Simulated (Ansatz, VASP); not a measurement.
Two plane-wave programs on CdS

The input POSCAR:

```
CdS
1.0
    0.0000000000      2.7495395470      2.7495395470
    2.7495395470      0.0000000000      2.7495395470
    2.7495395470      2.7495395470      0.0000000000
Cd S
1 1
Direct
   -0.0106154634      0.0106154634      0.0106154634
    0.5372216687      0.4627783313      0.4627783313
```

The input INCAR.step1:

```
SYSTEM = CdS
PREC = Accurate
ENCUT = 520
ISMEAR = 0
SIGMA = 0.05
LREAL = .FALSE.
LASPH = .TRUE.
NELM = 100
NBANDS = 16
GGA = PE
ALGO = Normal
EDIFF = 1E-4
LWAVE = .TRUE.
LCHARG = .FALSE.
```

INCAR.step2

```
SYSTEM = CdS
PREC = Accurate
ENCUT = 520
EDIFF = 1E-6
ISMEAR = 0
SIGMA = 0.05
LREAL = .FALSE.
LASPH = .TRUE.
NELM = 100
ALGO = Normal
ISIF = 2
LWAVE = .FALSE.
LCHARG = .TRUE.
METAGGA = R2SCAN
LMIXTAU = .TRUE.
LELF = .TRUE.
LVHAR = .TRUE.
NBANDS = 16
ISTART = 1
```

Contents of KPOINTS:

```
Automatic mesh
0
G
  8 8 8
  0 0 0
```

Input for Ansatz:

```yaml
crystal:
  lattice:
    - [0.0, 2.749539547, 2.749539547]
    - [2.749539547, 0.0, 2.749539547]
    - [2.749539547, 2.749539547, 0.0]
  atoms:
    - { symbol: Cd, position: [-0.0106154634, 0.0106154634, 0.0106154634] }
    - { symbol: S, position: [0.5372216687, 0.4627783313, 0.4627783313] }
basis:
  ecutwfc: 500
kpoints:
  mp_grid: { grid: [8, 8, 8] }
hamiltonian:
  xc: r2scan
scf:
  occupations: { method: gaussian, width: 0.05 }
output:
  forces: true
  stress: true
  eigenvalues: true
```

Change from the starting cell: mode 4 frozen in at -0.203 Å, equal normal strain along x, y and z +0.0083.

Alike in both runs: task single point; functional r2SCAN; k mesh 8 × 8 × 8; occupations gaussian, width 0.05 eV; no spin polarisation.

```csv
,VASP,Ansatz
version,VASP 6.6.1,Ansatz 0.2.0
potentials or method,"VASP PAW PBE potentials, release 64 (Cd, S), cutoff 520 eV","scalar-relativistic, plane waves, PAW"
valence electrons in the cell,18,26
```

Ansatz gave:

| Property | Result |
| --- | --- |
| gap on the k mesh at the Fermi level (eV) | 0.88 |
| least direct gap on the mesh (eV) | 2.14 |
| pressure (GPa) | 0.1 |
| traceless stress, the component that is largest in VASP (GPa) | 4.50 |
| rms of the force components (eV/Å) | 0.377 |

What did VASP give for the same quantities?

gap on the k mesh at the Fermi level (eV): 0.86; least direct gap on the mesh (eV): 2.11; pressure (GPa): 0.5; traceless stress, the component that is largest in VASP (GPa): 4.61; rms of the force components (eV/Å): 0.392.

VASP's potentials were made for PBE, not for r2SCAN. Atom by atom the forces differ by 0.015 eV/Å (rms over components). The functional is the same, so the differences come from potentials, cutoffs and numerics. VASP's potentials hold 18 valence electrons a cell and Ansatz's 26, so a difference there can come from the potentials and not from the codes.
